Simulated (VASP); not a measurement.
Write the native input for VASP 6.6.1 that does the following.

```
Task                   : single point
Functional             : PBEsol
Potentials or basis    : VASP PAW PBE potentials, release 64 (Ga_d, Sb)
Cutoff                 : 520 eV
k mesh                 : 16 × 16 × 16
Occupations            : gaussian, width 0.15 eV
Spin                   : no spin polarisation
Dipole correction      : no
Further INCAR settings : ALGO = Normal; EDIFF = 1e-06; NBANDS = 16
```

The structure of GaSb lies in POSCAR:

```
GaSb
1.0
    0.0000000000      3.0096526611      3.1601352941
    3.0096526611      0.0000000000      3.1601352941
    3.0096526611      3.0096526611      0.0000000000
Ga Sb
1 1
Direct
    0.0000000000      0.0000000000      0.0000000000
    0.7500000000      0.7500000000      0.7500000000
```

This cell differs from its parent crystal: ratio of the length along z to the lengths across it x 1.05, volume and fractional coordinates fixed.

The input as run:

INCAR

```
SYSTEM = GaSb
PREC     = Accurate       ! precision mode
ENCUT    = 520            ! plane-wave cutoff, eV
EDIFF    = 1E-6           ! SCF threshold, eV
ISMEAR   = 0              ! smearing method
SIGMA    = 0.15           ! smearing width, eV
LREAL    = .FALSE.        ! projectors in reciprocal space
LASPH    = .TRUE.         ! aspherical terms in the spheres
NELM     = 60             ! most SCF steps
ALGO     = Normal         ! electronic algorithm
ISIF     = 2              ! what is computed and relaxed
LWAVE    = .FALSE.        ! write WAVECAR
LCHARG   = .FALSE.        ! write CHGCAR
GGA      = PS             ! functional
NBANDS   = 16             ! bands
```

KPOINTS

```
regular mesh
0
G
  16 16 16
  0 0 0
```

Potentials or basis: VASP PAW PBE potentials, release 64 (Ga_d, Sb).

The run is started by

```bash
$ cat potpaw_PBE.64/Ga_d/POTCAR potpaw_PBE.64/Sb/POTCAR > POTCAR
$ mpirun -np 1 vasp_std > vasp.out
```

Results of the run:

The pressure is -0.1 GPa and the band gap on the k mesh is zero (filled and empty bands touch).

Caveat: semilocal functionals underestimate gaps, and a narrow one can read as zero; the PAW data sets were made with another functional, which shifts forces and pressure a little; spin-orbit coupling is left out, which moves the levels of the heavy elements.

Wall time 7.8 min on 1 thread of Intel Xeon 8259CL, with other jobs on the host, peak memory 0.44 GiB.
